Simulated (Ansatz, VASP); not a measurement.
Two plane-wave programs on Ru2C3

File INCAR:

```
PREC = Accurate
ENCUT = 520
EDIFF = 1E-6
ISMEAR = 0
SIGMA = 0.1
LREAL = F
LASPH = T
NELM = 60
ALGO = Normal
ISIF = 2
LWAVE = F
LCHARG = F
GGA = PE
NBANDS = 28
```

File KPOINTS:

```
regular mesh
0
Gamma
  6 6 4
```

POSCAR

```
Ru2C3
1.0
    3.2804105909      0.0000000000      0.0000000000
   -1.6402052954      2.8409189065      0.0000000000
    0.0000000000      0.0000000000      5.1037860208
Ru C
2 3
Direct
    0.3333333333      0.6666666667      0.2450000000
    0.6666666667      0.3333333333      0.7550000000
    0.0000000000      0.0000000000      0.0000000000
    0.3333333333      0.6666666667      0.6450000000
    0.6666666667      0.3333333333      0.3550000000
```

Input for Ansatz:

```yaml
crystal:
  lattice:
    - [3.2804105909, 0.0, 0.0]
    - [-1.6402052954, 2.8409189065, 0.0]
    - [0.0, 0.0, 5.1037860208]
  atoms:
    - { symbol: Ru, position: [0.3333333333, 0.6666666667, 0.245] }
    - { symbol: Ru, position: [0.6666666667, 0.3333333333, 0.755] }
    - { symbol: C, position: [0.0, 0.0, 0.0] }
    - { symbol: C, position: [0.3333333333, 0.6666666667, 0.645] }
    - { symbol: C, position: [0.6666666667, 0.3333333333, 0.355] }
basis:
  ecutwfc: 420
kpoints:
  mp_grid: { grid: [6, 6, 4] }
hamiltonian:
  xc: pbe
scf:
  occupations: { method: gaussian, width: 0.1 }
  lower_state_search: "off"
output:
  forces: true
  stress: true
  eigenvalues: true
```

Alike in both runs: task single point; functional PBE; k mesh 6 × 6 × 4; occupations gaussian, width 0.1 eV; no spin polarisation.

|  | VASP | Ansatz |
| --- | --- | --- |
| version | VASP 6.6.1 | Ansatz 0.2.0 |
| potentials or method | VASP PAW PBE potentials, release 64 (Ru_pv, C), cutoff 520 eV | scalar-relativistic, plane waves, PAW |
| valence electrons in the cell | 40 | 44 |

VASP gave:

| Property | Result |
| --- | --- |
| gap on the k mesh at the Fermi level (eV) | none |
| pressure (GPa) | 15.2 |
| traceless stress, the component that is largest in VASP (GPa) | 2.08 |
| rms of the force components (eV/Å) | 0.519 |

Question: What did Ansatz give for the same quantities?

Answer: gap on the k mesh at the Fermi level (eV): none; pressure (GPa): 14.9; traceless stress, the component that is largest in VASP (GPa): 2.07; rms of the force components (eV/Å): 0.530.

Atom by atom the forces differ by 0.017 eV/Å (rms over components). A gap of «none» marks a metal or a gap that the smearing closes. VASP's potentials hold 40 valence electrons a cell and Ansatz's 44, so a difference there can come from the potentials and not from the codes.

The k mesh is coarse, so the values compare programs but aren't converged.
